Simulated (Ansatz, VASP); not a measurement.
# One calculation of CdSe, two programs

```
CELL_PARAMETERS angstrom
0.00000 2.86860 2.86860
2.86860 0.00000 2.86860
2.86860 2.86860 0.00000
ATOMIC_POSITIONS crystal
Cd 0.00000 0.00000 0.00000
Se 0.50000 0.50000 0.50000
```

Alike in both runs: functional PBE; k mesh 12 × 12 × 12; occupations gaussian, width 0.1 eV; no spin polarisation.

Ansatz relaxed the structure, and its values are those at the end. VASP's run is a single point on that final structure, the one shown.

|  | VASP | Ansatz |
| --- | --- | --- |
| version | VASP 6.6.1 | Ansatz 0.2.0 |
| potentials or method | VASP PAW PBE potentials, release 64 (Cd, Se), cutoff 500 eV | scalar-relativistic, plane waves, PAW |
| valence electrons in the cell | 18 | 36 |

Ansatz gave:

* gap on the k mesh at the Fermi level (eV): none
* pressure (GPa): 0.0

Q: What did VASP give for the same quantities?

A: gap on the k mesh at the Fermi level (eV): none; pressure (GPa): 0.3.

A gap of «none» marks a metal or a gap that the smearing closes. VASP's potentials hold 18 valence electrons a cell and Ansatz's 36, so a difference there can come from the potentials and not from the codes.
